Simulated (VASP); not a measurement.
# Al: single point with PBE

The system is Al, a slab with vacuum.

```
Al
1.0
     2.85676    0.00000    0.00000
     0.00000    4.04007    0.00000
     0.00000    0.00000   21.24328
Al
4
Direct
  0.50000 0.50000 0.18829
  0.00000 0.00000 0.25553
  0.50000 0.50000 0.32486
  0.00000 0.00000 0.38804
```

| Property | Result |
| --- | --- |
| Program | VASP 6.6.1 |
| Task | single point |
| Functional | PBE |
| Potentials or basis | VASP PAW PBE potentials, release 64 (Al) |
| Cutoff | 520 eV |
| k mesh | 9 × 7 × 1 |
| Occupations | gaussian, width 0.1 eV |
| Spin | no spin polarisation |
| Dipole correction | yes |
| Further INCAR settings | ALGO = Normal; EDIFF = 1e-06; NBANDS = 14 |

| Property | Result |
| --- | --- |
| Largest force | 0.214 eV/Å |
| Band gap on the k mesh | zero (bands 6 and 7 overlap by 1.30 eV) |

Forces on the atoms (eV/Å):
```
Al   0.000  0.000  0.214
Al   0.000  0.000 -0.140
Al   0.000  0.000 -0.059
Al   0.000  0.000 -0.015
```

Levels at points of the mesh, in eV from the Fermi level:
```tsv
k point	band 2	band 3	band 4	band 5	band 6	band 7	band 8	band 9	band 10	band 11
(0.00, 0.00, 0.00)	-7.81	-4.51	-2.08	-1.45	-0.54	0.21	1.32	2.29	3.68	3.69
```

It took 2.1 min on 1 thread of Intel Xeon 8259CL, with other jobs on the host, peak memory 0.34 GiB.
